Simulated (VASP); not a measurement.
# HgTe in VASP: further runs

Runs on HgTe. Level: PBE. Tasks: single point.

All numbers are computed with VASP 6.6.1; they aren't measurements. Logs are shortened: lines on timing, memory, paths and dates and some standing lists are left out, and cuts for length are marked.

### 1 The cell of the first run

Symmetry: P4/mmm, No. 123, tetragonal system. Conventional cell: a = 4.148 Å, b = 4.148 Å, c = 3.269 Å, α = 90.00°, β = 90.00°, γ = 90.00°. Hg (site symmetry 4/mmm) has 6 Hg at 3.27 to 4.15 Å and 8 Te at 3.36 Å within 4.3 Å. Te (site symmetry 4/mmm) has 6 Te at 3.27 to 4.15 Å and 8 Hg at 3.36 Å within 4.3 Å.

### 2 Single point, PBE

Input file INCAR:

```
SYSTEM = HgTe
PREC = Accurate
ENCUT = 520
EDIFF = 1E-6
ISMEAR = 0
SIGMA = 0.1
LREAL = .FALSE.
LASPH = .TRUE.
NELM = 100
ALGO = Normal
ISIF = 2
LWAVE = .FALSE.
LCHARG = .FALSE.
GGA = PE
NBANDS = 16
```

Input file KPOINTS:

```
regular mesh
0
G
  14 14 16
  0 0 0
```

Input file POSCAR:

```
HgTe
1.0
    4.1484404328      0.0000000000      0.0000000000
    0.0000000000      4.1484404328      0.0000000000
    0.0000000000      0.0000000000      3.2687295638
Hg Te
1 1
Direct
    0.5000000000      0.5000000000      0.0000000000
    0.0000000000      0.0000000000      0.5000000000
```

Potentials or basis: VASP PAW PBE potentials, release 64 (Hg, Te).

Launch:

```sh
cat potpaw_PBE.64/Hg/POTCAR potpaw_PBE.64/Te/POTCAR > POTCAR
mpirun -np 1 vasp_std > vasp.out
```

OUTCAR:

```text
SYSTEM = HgTe
   PREC = Accurate
   ENCUT = 520
   EDIFF = 1E-6
   ISMEAR = 0
   LREAL = .FALSE.
   LASPH = .TRUE.
   NELM = 100
   ISIF = 2
   GGA = PE

 ion  position               nearest neighbor table
   1  0.500  0.500  0.000-   2 3.36   2 3.36   2 3.36   2 3.36   2 3.36   2 3.36   2 3.36   2 3.36

   2  0.000  0.000  0.500-   1 3.36   1 3.36   1 3.36   1 3.36   1 3.36   1 3.36   1 3.36   1 3.36

  LATTYP: Found a simple tetragonal cell.
 ALAT       =     4.1484404328
 C/A-ratio  =     0.7879417860

  Lattice vectors:

 A1 = (   4.1484404328,   0.0000000000,   0.0000000000)
 A2 = (   0.0000000000,   4.1484404328,   0.0000000000)
 A3 = (   0.0000000000,   0.0000000000,   3.2687295638)

Analysis of symmetry for initial positions (statically):
=====================================================================
 Subroutine PRICEL returns:
 Original cell was already a primitive cell.

 Routine SETGRP: Setting up the symmetry group for a
 simple tetragonal supercell.

 Subroutine GETGRP returns: Found 16 space group operations
 (whereof 16 operations were pure point group operations)
 out of a pool of 16 trial point group operations.

The static configuration has the point symmetry D_4h.

Analysis of symmetry for dynamics (positions and initial velocities):
=====================================================================
 Subroutine PRICEL returns:
 Original cell was already a primitive cell.

 Routine SETGRP: Setting up the symmetry group for a
 simple tetragonal supercell.

 Subroutine GETGRP returns: Found 16 space group operations
 (whereof 16 operations were pure point group operations)
 out of a pool of 16 trial point group operations.

The dynamic configuration has the point symmetry D_4h.

 Subroutine INISYM returns: Found 16 space group operations
 (whereof 16 operations are pure point group operations),
 and found     1 'primitive' translations

----------------------------------------------------------------------------------------

                                     Primitive cell

  volume of cell :      56.2534

  direct lattice vectors                    reciprocal lattice vectors
     4.148440433  0.000000000  0.000000000     0.241054444  0.000000000  0.000000000
     0.000000000  4.148440433  0.000000000     0.000000000  0.241054444  0.000000000
     0.000000000  0.000000000  3.268729564     0.000000000  0.000000000  0.305929255

  length of vectors
     4.148440433  4.148440433  3.268729564     0.241054444  0.241054444  0.305929255

  position of ions in fractional coordinates (direct lattice)
     0.500000000  0.500000000  0.000000000
     0.000000000  0.000000000  0.500000000

  ion indices of the primitive-cell ions
   primitive index   ion index
                 1           1
                 2           2

----------------------------------------------------------------------------------------

 KPOINTS: regular mesh

Automatic generation of k-mesh.
 Grid dimensions read from file:
 generate k-points for:   14   14   16

 Generating k-lattice:

  Cartesian coordinates                     Fractional coordinates (reciprocal lattice)
     0.017218175  0.000000000  0.000000000     0.071428571  0.000000000  0.000000000
     0.000000000  0.017218175  0.000000000     0.000000000  0.071428571  0.000000000
     0.000000000  0.000000000  0.019120578     0.000000000  0.000000000  0.062500000

  Length of vectors
     0.017218175  0.017218175  0.019120578

  Shift w.r.t. Gamma in fractional coordinates (k-lattice)
     0.000000000  0.000000000  0.000000000

 Subroutine IBZKPT returns following result:
 ===========================================

 Found    324 irreducible k-points:

 Following reciprocal coordinates:
            Coordinates               Weight
  0.000000  0.000000  0.000000      1.000000
  0.071429  0.000000  0.000000      4.000000
  0.142857  0.000000  0.000000      4.000000
  0.214286  0.000000  0.000000      4.000000
  0.285714  0.000000  0.000000      4.000000
  0.357143  0.000000  0.000000      4.000000
[... 16 lines left out ...]
  0.285714  0.214286  0.000000      8.000000
  0.357143  0.214286  0.000000      8.000000
 [... further k-points ...]
   k-points           NKPTS =    324   k-points in BZ     NKDIM =    324   number of bands    NBANDS=     16
   number of dos      NEDOS =    301   number of ions     NIONS =      2
   total plane-waves  NPLWV =  24576
   dimension x,y,z NGX =    32 NGY =   32 NGZ =   24
   dimension x,y,z NGXF=    64 NGYF=   64 NGZF=   48
   ions per type =               1   1
   NGX,Y,Z   is equivalent  to a cutoff of  12.82, 12.82, 12.21 a.u.
   NGXF,Y,Z  is equivalent  to a cutoff of  25.65, 25.65, 24.41 a.u.
 SYSTEM =  HgTe
   PREC   = accura    normal or accurate (medium, high low for compatibility)
   ISTART =      0    job   : 0-new  1-cont  2-samecut
   ICHARG =      2    charge: 1-file 2-atom 10-const
   ISPIN  =      1    spin polarized calculation?
   LNONCOLLINEAR =      F non collinear calculations
   LSORBIT =      F    spin-orbit coupling
   LASPH  =      T    aspherical Exc in radial PAW
   ENCUT  =  520.0 eV  38.22 Ry    6.18 a.u.   7.71  7.71  6.08*2*pi/ulx,y,z
   NELM   =    100;   NELMIN=  2; NELMDL= -5     # of ELM steps
   EDIFF  = 0.1E-05   stopping-criterion for ELM
   LREAL  =      F    real-space projection
   EDIFFG = 0.1E-04   stopping-criterion for IOM
   NSW    =      0    number of steps for IOM
   IBRION =     -1    ionic relax: 0-MD 1-quasi-New 2-CG
   NFREE  =      0    steps in history (QN), initial steepest desc. (CG)
   ISIF   =      2    stress and relaxation
   ISYM   =      2    0-nonsym 1-usesym 2-fastsym
   POTIM  = 0.5000    time-step for ionic-motion
   TEBEG  =    0.0;   TEEND  =   0.0 temperature during run
   PSTRESS=    0.0 pullay stress
   NELECT =      18.0000    total number of electrons
   NUPDOWN=      -1.0000    fix difference up-down
   EMIN   =  10.00;   EMAX   =-10.00  energy-range for DOS
   EFERMI =   0.00;   METHOD = LEGACY
   ISMEAR =     0;   SIGMA  =   0.10  broadening in eV -4-tet -1-fermi 0-gaus
   EFERMI_NEDOS =   21; number of points for ismear=-14 and -15
   IALGO  =     38    algorithm
   IMIX   =      4    mixing-type and parameters
     AMIX     =   0.40;   BMIX     =  1.00
     AMIX_MAG =   1.60;   BMIX_MAG =  1.00
  volume/ion in A,a.u.               =      28.13       189.81
  Fermi-wavevector in a.u.,A,eV,Ry     =   1.119737  2.115996 17.059139  1.253811
  Thomas-Fermi vector in A             =   2.256378
   LORBIT       =      0    0 simple, 1 ext, 2 COOP (PROOUT), +10 PAW based schemes
   GGA     = PE    functional components
   LHFCALC =     F    Hartree Fock is set to
   AEXX    =    0.0000 exact exchange contribution
   IVDW    =     0    specifies the selected vdW correction
   LEPSILON=     F    determine dielectric tensor
   LRPA    =     F    only Hartree local field effects (RPA)
 non-spin polarized calculation
 Gauss-broadening in eV      SIGMA  =   0.10
  energy-cutoff  :      520.00
  volume of cell :       56.25
 maximum number of plane-waves:      1530
 NGX is ok and might be reduce to    32

 number of electron      17.9999994 magnetization

 Free energy of the ion-electron system (eV)
  ---------------------------------------------------
  ext. energy  EPLUGINS =         0.00000000
  ---------------------------------------------------
  free energy    TOTEN  =        -2.89845114 eV

  energy without entropy =       -2.89136310  energy(sigma->0) =       -2.89490712

 E-fermi :   4.4563     XC(G=0): -10.0337

 val. band max:        4.4463977597   @ k =   0.3571   0.2857   0.2500
 cond. band min:       4.4640848989   @ k =   0.5000   0.2857   0.1875
 fundamental gap:      0.0176871392
 Fermi energy:         4.4563350703

 k-point     1 :       0.0000    0.0000    0.0000
  band No.  band energies     occupation
      1      -7.7520      2.00000
      2      -2.3432      2.00000
      3      -1.9119      2.00000
      4      -1.6786      2.00000
      5      -1.3947      2.00000
      6      -1.3947      2.00000
[... 8 lines left out ...]
     15      15.5854      0.00000
     16      16.3972      0.00000

 k-point     2 :       0.0714    0.0000    0.0000
  band No.  band energies     occupation
      1      -7.7264      2.00000
      2      -2.3438      2.00000
      3      -1.9075      2.00000
      4      -1.6955      2.00000
      5      -1.3992      2.00000
      6      -1.3944      2.00000
[... 8 lines left out ...]
     15      16.0079      0.00000
     16      16.1839      0.00000

 k-point     3 :       0.1429    0.0000    0.0000
  band No.  band energies     occupation
      1      -7.6520      2.00000
      2      -2.3467      2.00000
      3      -1.8993      2.00000
      4      -1.7415      2.00000
      5      -1.4118      2.00000
      6      -1.3938      2.00000
[... 8 lines left out ...]
     15      15.6758      0.00000
     16      16.9403      0.00000

 k-point     4 :       0.2143    0.0000    0.0000
  band No.  band energies     occupation
      1      -7.5376      2.00000
      2      -2.3560      2.00000
      3      -1.9034      2.00000
      4      -1.8046      2.00000
      5      -1.4299      2.00000
      6      -1.3928      2.00000
[... 8 lines left out ...]
     15      15.0744      0.00000
     16      17.1549      0.00000

 k-point     5 :       0.2857    0.0000    0.0000
  band No.  band energies     occupation
      1      -7.3996      2.00000
      2      -2.3814      2.00000
      3      -1.9451      2.00000
      4      -1.8706      2.00000
      5      -1.4498      2.00000
      6      -1.3917      2.00000
[... 8 lines left out ...]
     15      14.5051      0.00000
     16      16.7276      0.00000

 k-point     6 :       0.3571    0.0000    0.0000
  band No.  band energies     occupation
      1      -7.2626      2.00000
      2      -2.4405      2.00000
      3      -2.0280      2.00000
      4      -1.9269      2.00000
      5      -1.4674      2.00000
      6      -1.3908      2.00000
[... 8 lines left out ...]
     15      14.0427      0.00000
     16      16.3933      0.00000

 k-point     7 :       0.4286    0.0000    0.0000
  band No.  band energies     occupation
      1      -7.1592      2.00000
      2      -2.5280      2.00000
      3      -2.0964      2.00000
      4      -1.9642      2.00000
      5      -1.4796      2.00000
      6      -1.3901      2.00000
[... 8 lines left out ...]
     15      14.7726      0.00000
     16      16.1898      0.00000

 k-point     8 :       0.5000    0.0000    0.0000
  band No.  band energies     occupation
      1      -7.1202      2.00000
      2      -2.5730      2.00000
      3      -2.1181      2.00000
      4      -1.9773      2.00000
      5      -1.4839      2.00000
      6      -1.3898      2.00000
[... 8 lines left out ...]
     15      15.6057      0.00000
     16      16.1724      0.00000

 k-point     9 :       0.0714    0.0714    0.0000
  band No.  band energies     occupation
      1      -7.7011      2.00000
      2      -2.3445      2.00000
      3      -1.9021      2.00000
      4      -1.7132      2.00000
      5      -1.4005      2.00000
      6      -1.3973      2.00000
[... 8 lines left out ...]
     15      16.0199      0.00000
     16      16.0649      0.00000
[... 172 lines left out ...]
 k-point    19 :       0.3571    0.1429    0.0000
  band No.  band energies     occupation
      1      -7.2076      2.00000
      2      -2.4261      2.00000
      3      -1.9937      2.00000
      4      -1.8458      2.00000
      5      -1.4619      2.00000
      6      -1.4022      2.00000
[... 8 lines left out ...]
     15      14.2018      0.00000
     16      16.4020      0.00000

 k-point    20 :       0.4286    0.1429    0.0000
  band No.  band energies     occupation
      1      -7.1162      2.00000
      2      -2.4712      2.00000
      3      -2.0181      2.00000
      4      -1.8854      2.00000
      5      -1.4729      2.00000
      6      -1.4010      2.00000
[... 8 lines left out ...]
     15      15.0424      0.00000
     16      16.2095      0.00000

 k-point    21 :       0.5000    0.1429    0.0000
  band No.  band energies     occupation
      1      -7.0821      2.00000
      2      -2.4926      2.00000
      3      -2.0238      2.00000
      4      -1.9074      2.00000
      5      -1.4768      2.00000
      6      -1.4005      2.00000
[... 8 lines left out ...]
     15      15.7668      0.00000
     16      16.2998      0.00000

 k-point    22 :       0.2143    0.2143    0.0000
  band No.  band energies     occupation
      1      -7.3625      2.00000
      2      -2.3749      2.00000
      3      -1.9109      2.00000
      4      -1.8147      2.00000
      5      -1.4310      2.00000
      6      -1.4148      2.00000
[... 8 lines left out ...]
     15      14.8295      0.00000
     16      16.6762      0.00000

 k-point    23 :       0.2857    0.2143    0.0000
  band No.  band energies     occupation
      1      -7.2530      2.00000
      2      -2.3913      2.00000
      3      -1.9378      2.00000
      4      -1.7818      2.00000
      5      -1.4427      2.00000
      6      -1.4161      2.00000
[... 8 lines left out ...]
     15      14.6120      0.00000
     16      16.7354      0.00000

 k-point    24 :       0.3571    0.2143    0.0000
  band No.  band energies     occupation
      1      -7.1472      2.00000
      2      -2.4099      2.00000
      3      -1.9421      2.00000
      4      -1.7680      2.00000
      5      -1.4561      2.00000
      6      -1.4143      2.00000
[... 8 lines left out ...]
     15      14.5176      0.00000
     16      16.4518      0.00000

 [... further k-points ...]
[... 5 lines left out ...]
  --------------------------------------------------------------------------------------
  -------------------------------------------------------------------------------------
  Total        0.0185542      0.0185542      0.0157226      0.0000000      0.0000000      0.0000000
  in kB        0.5284507      0.5284507      0.4478017      0.0000000      0.0000000      0.0000000
  external PRESSURE =       0.5015677 kB  Pullay stress =       0.0000000 kB

 VOLUME and BASIS-vectors are now :
 -----------------------------------------------------------------------------
  energy-cutoff  :      520.00
  volume of cell :       56.25
      direct lattice vectors                 reciprocal lattice vectors
     4.148440433  0.000000000  0.000000000     0.241054444  0.000000000  0.000000000
     0.000000000  4.148440433  0.000000000     0.000000000  0.241054444  0.000000000
     0.000000000  0.000000000  3.268729564     0.000000000  0.000000000  0.305929255

 POSITION                                       TOTAL-FORCE (eV/Angst)
 -----------------------------------------------------------------------------------
      2.07422      2.07422      0.00000         0.000000      0.000000      0.000000
      0.00000      0.00000      1.63436         0.000000      0.000000      0.000000
 -----------------------------------------------------------------------------------
    total drift:                                0.000000     -0.000000     -0.000000

  FREE ENERGIE OF THE ION-ELECTRON SYSTEM (eV)
  ---------------------------------------------------
  free  energy   TOTEN  =        -2.8984511391 eV

  energy  without entropy=       -2.8913630996  energy(sigma->0) =       -2.89490712
```

Run time: 2.3 min. Hardware: 1 thread of AMD EPYC 7R43 (Zen 3), shared host; peak memory 0.37 GiB.

What came out:

```yaml
Free_energy: -2.8985 eV
Pressure: 0.1 GPa
Band_gap_on_the_k_mesh: zero (band 9 reaches 6.49 eV, above the bottom of band 10 at 2.67 eV)
```

Levels at points of the mesh, in eV from the Fermi level:
| k point | band 7 | band 8 | band 9 | band 10 | band 11 | band 12 |
| --- | --- | --- | --- | --- | --- | --- |
| (0.00, 0.00, 0.00) | -2.84 | -1.87 | -1.87 | 1.84 | 5.01 | 7.26 |
| (0.50, 0.00, 0.00) | -5.57 | -0.38 | 2.03 | 2.52 | 2.60 | 3.99 |
| (0.50, 0.50, 0.00) | -4.10 | -4.10 | -3.66 | 2.56 | 8.38 | 8.38 |
| (0.00, 0.00, 0.50) | -4.55 | 0.46 | 0.46 | 1.09 | 2.14 | 4.99 |
| (0.50, 0.00, 0.50) | -4.56 | -3.03 | -1.77 | 0.28 | 5.29 | 5.94 |
| (0.50, 0.50, 0.50) | -2.97 | -0.88 | -0.88 | -0.56 | 1.22 | 1.74 |

Caveat: spin-orbit coupling is left out, which moves the levels of the heavy elements.

### 3 Single point, PBE

This run uses another cell than the first one: it holds 4 atoms, not 2.

Input file INCAR:

```
SYSTEM = HgTe
  PREC = Accurate
  ENCUT = 520
  EDIFF = 1E-6
  ISMEAR = 0
  SIGMA = 0.1
  LREAL = .False.
  LASPH = .True.
  NELM = 100
  ALGO = Normal
  ISIF = 2
  LWAVE = .False.
  LCHARG = .True.
  GGA = PE
  LELF = .True.
  LVHAR = .True.
  NBANDS = 26
```

Input file KPOINTS:

```
regular mesh
0
Gamma
  4 4 4
  0 0 0
```

Input file POSCAR:

```
HgTe
1.0
    5.7428570446      0.0000000000      0.0000000000
    0.0000000000      3.3237801213      0.0000000000
    0.0000000000      0.0000000000      5.7463331859
Hg Te
2 2
Direct
    0.7500000000      0.0000000000      0.7504526168
    0.2500000000      0.0000000000      0.2495473832
    0.7500000000      0.5000000000      0.2503969900
    0.2500000000      0.5000000000      0.7496030100
```

Potentials or basis: VASP PAW PBE potentials, release 64 (Hg, Te).

Launch:

```sh
cat potpaw_PBE.64/Hg/POTCAR potpaw_PBE.64/Te/POTCAR > POTCAR
mpirun -np 1 vasp_std > vasp.out
```

Wall time 57 s (1 thread of AMD EPYC 7R43 (Zen 3), shared host); peak memory 0.24 GiB.

The run converged. Its results:

* Free energy: -6.1811 eV
* Pressure: 0.0 GPa
* Band gap on the k mesh: zero (band 18 reaches 6.97 eV, above the bottom of band 19 at 3.87 eV)

Forces in eV/Å, atoms in the order of the input:
```
Hg   0.000  0.000  0.000
Hg   0.000  0.000  0.000
Te   0.000  0.000 -0.002
Te   0.000  0.000  0.002
```

Levels at points of the mesh, in eV from the Fermi level:
```
           k point  band 14  band 15  band 16  band 17  band 18  band 19  band 20  band 21  band 22  band 23
(0.00, 0.00, 0.00)    -4.09    -3.43    -2.48    -1.65    -1.65     1.56     2.43     5.23     7.10     8.56
(0.50, 0.00, 0.00)    -4.55    -2.92    -2.92     1.17     1.17     2.16     2.16     4.59     4.59     7.15
(0.00, 0.50, 0.00)    -2.53    -0.87    -0.87    -0.51     0.60     0.60     1.29     1.53     1.74     1.74
(0.50, 0.50, 0.00)    -4.14    -1.87    -1.87    -0.44    -0.44    -0.33    -0.33     3.10     3.10     4.23
(0.00, 0.00, 0.50)    -4.54    -2.92    -2.92     1.15     1.16     2.16     2.16     4.58     4.60     7.15
(0.50, 0.00, 0.50)    -5.43    -0.07    -0.07     2.39     2.39     2.44     2.44     2.91     2.91     4.36
(0.00, 0.50, 0.50)    -4.14    -1.87    -1.87    -0.44    -0.43    -0.34    -0.33     3.10     3.10     4.21
(0.50, 0.50, 0.50)    -4.35    -3.19    -3.19    -1.83    -1.83     0.40     0.40     5.70     5.70     6.25
```

Caveat: the k points lie up to 0.47 Å⁻¹ apart; spin-orbit coupling is left out, which moves the levels of the heavy elements.
